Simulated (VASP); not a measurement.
Input of a VASP 6.6.1 run:

Contents of INCAR:

```
ALGO = Normal ; EDIFF = 1E-6
ENCUT = 520 ; GGA = CA
ISIF = 2 ; ISMEAR = 0
LASPH = True ; LCHARG = True
LELF = True ; LREAL = False
LVHAR = True ; LWAVE = False
NBANDS = 20 ; NELM = 60
PREC = Accurate ; SIGMA = 0.3
```

The input KPOINTS:

```
k-points
0
Gamma
  8 8 4
```

File POSCAR:

```
MoS2
1.0
    3.2274650000      0.0000000000      0.0000000000
   -1.6137320000      2.7950660000      0.0000000000
    0.0000000000      0.0000000000      6.3124730000
Mo S
1 2
Direct
    0.0000000000      0.0000000000      0.5000000000
    0.3333333333      0.6666666667      0.2553190000
    0.6666666667      0.3333333333      0.7446810000
```

Potentials or basis: VASP PAW LDA potentials, release 64 (Mo_sv, S).

Launch:

```bash
$ cat potpaw_LDA.64/Mo_sv/POTCAR potpaw_LDA.64/S/POTCAR > POTCAR
$ mpirun -np 1 vasp_std > vasp.out
```

(1) What does it give for the band gap on the k mesh?

(2) Estimate the largest force.

(3) What does it give for the pressure?

Answers

(1) zero (bands 13 and 14 overlap by 0.53 eV).

(2) 0.138 eV/Å.

(3) -5.7 GPa.

Caveat: the cell stands under tension; so wide a smearing shifts energies and pressures.
